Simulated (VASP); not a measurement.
A run of VASP 6.6.1 is set up as follows.

The input INCAR:

```
PREC = Accurate
ENCUT = 520
EDIFF = 1E-6
ISMEAR = -1
SIGMA = 0.05
LREAL = F
LASPH = T
NELM = 100
ALGO = Normal
ISIF = 2
LWAVE = F
LCHARG = F
GGA = PS
NBANDS = 15
```

File KPOINTS:

```
Automatic mesh
0
Gamma
  12 12 12
```

The input POSCAR:

```
TaN
1.0
    0.0000000000      2.1878425969      2.1878425969
    2.1878425969      0.0000000000      2.1878425969
    2.1878425969      2.1878425969      0.0000000000
Ta N
1 1
Direct
    0.5000000000      0.5000000000      0.5000000000
    0.0000000000      0.0000000000      0.0000000000
```

Potentials or basis: VASP PAW PBE potentials, release 64 (Ta_pv, N).

Run with:

```sh
$ cat potpaw_PBE.64/Ta_pv/POTCAR potpaw_PBE.64/N/POTCAR > POTCAR
$ mpirun -np 1 vasp_std > vasp.out
```

Task: Predict the pressure.

Result: 1.0 GPa.

Task: Estimate the band gap on the k mesh.

Result: Zero (band 8 reaches 11.50 eV, above the bottom of band 9 at 7.38 eV).

Caveat: the PAW data sets were made with another functional, which shifts forces and pressure a little; spin-orbit coupling is left out, which moves the levels of the heavy elements.
